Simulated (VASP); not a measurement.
Wanted: the native input for a VASP 6.6.1 run.

- Task: single point
- Functional: PBE
- Potentials or basis: VASP PAW PBE potentials, release 64 (Mn_pv, Hg)
- Cutoff: 520 eV
- k mesh: 11 × 11 × 11
- Occupations: fermi-dirac, width 0.08 eV
- Spin: collinear spin, ferromagnetic start
- Starting moments: [4.0, 0.0] μB
- Dipole correction: no
- Further INCAR settings: ALGO = Normal; EDIFF = 1e-06; NBANDS = 24

The structure of MnHg lies in POSCAR:

```
MnHg
1.0
    3.3833577074      0.0000000000      0.0000000000
    0.0000000000      3.3833577074      0.0000000000
    0.0000000000      0.0000000000      3.1824000000
Mn Hg
1 1
Direct
    0.5000000000      0.5000000000      0.5000000000
    0.0000000000      0.0000000000      0.0000000000
```

This cell differs from its parent crystal: z stretched by -4 % at fixed volume.

The input as run:

INCAR

```
ALGO = Normal ; EDIFF = 1E-6
ENCUT = 520 ; GGA = PE
ISIF = 2 ; ISMEAR = -1
ISPIN = 2 ; LASPH = T
LCHARG = F ; LMAXMIX = 4
LORBIT = 11 ; LREAL = F
LWAVE = F ; MAGMOM = 4 0
NBANDS = 24 ; NELM = 150
PREC = Accurate ; SIGMA = 0.08
```

KPOINTS

```
k-points
0
Gamma
  11 11 11
```

Potentials or basis: VASP PAW PBE potentials, release 64 (Mn_pv, Hg).

Run with:

```sh
$ cat potpaw_PBE.64/Mn_pv/POTCAR potpaw_PBE.64/Hg/POTCAR > POTCAR
$ mpirun -np 1 vasp_std > vasp.out
```

It gave:

| Property | Result |
| --- | --- |
| Pressure | 0.9 GPa |
| Net moment | 3.90 μB per cell |
| Site moments | Mn +3.81; Hg -0.05 μB |
| Valence electrons inside the program's atomic spheres | Mn 11.40; Hg 10.59 |

Run time: 2.7 min on 1 thread of Intel(R) Xeon(R) Platinum 8259CL CPU @ 2.50GHz (Skylake/Cascade Lake), with other jobs on the host, peak memory 0.29 GiB.
